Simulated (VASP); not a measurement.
Runs of VASP 6.6.1 on Si. The structure is that of space group P-6m2 (No. 187), or close to it. The cells are those of the table. 

```csv
cell,gap on the mesh (eV),pressure (GPa),largest force (eV/Å)
"a = 3.832, b = 3.832, c = 14.684 Å, angles 90.0, 90.0, 60.0°, 8 atoms",none,-1.2,0.74
"a = 3.832, b = 3.832, c = 13.434 Å, angles 90.0, 90.0, 60.0°, 8 atoms",0.57,-2.1,(d)
"a = 3.832, b = 3.832, c = 13.684 Å, angles 90.0, 90.0, 60.0°, 8 atoms",0.38,-2.0,(a)
"a = 3.832, b = 3.832, c = 14.184 Å, angles 90.0, 90.0, 60.0°, 8 atoms",none,-1.6,(c)
"a = 3.832, b = 3.832, c = 13.184 Å, angles 90.0, 90.0, 60.0°, 8 atoms",0.73,-2.0,(b)
```

Alike in all rows: task single point; level r2SCAN; potentials or basis VASP PAW PBE potentials, release 64 (Si); no spin polarisation; k mesh 8 × 8 × 2; cutoff (eV) 520; smearing gaussian 0.05 eV.

Task: Estimate the missing entries.

Result: (a) 1.06; (b) 1.40; (c) 0.71; (d) 1.30.

Caveats: the PAW data sets were made with another functional, which shifts forces and pressure a little.

A k mesh can miss the band edges.

A gap of «none» marks levels without a gap at the run's occupations.
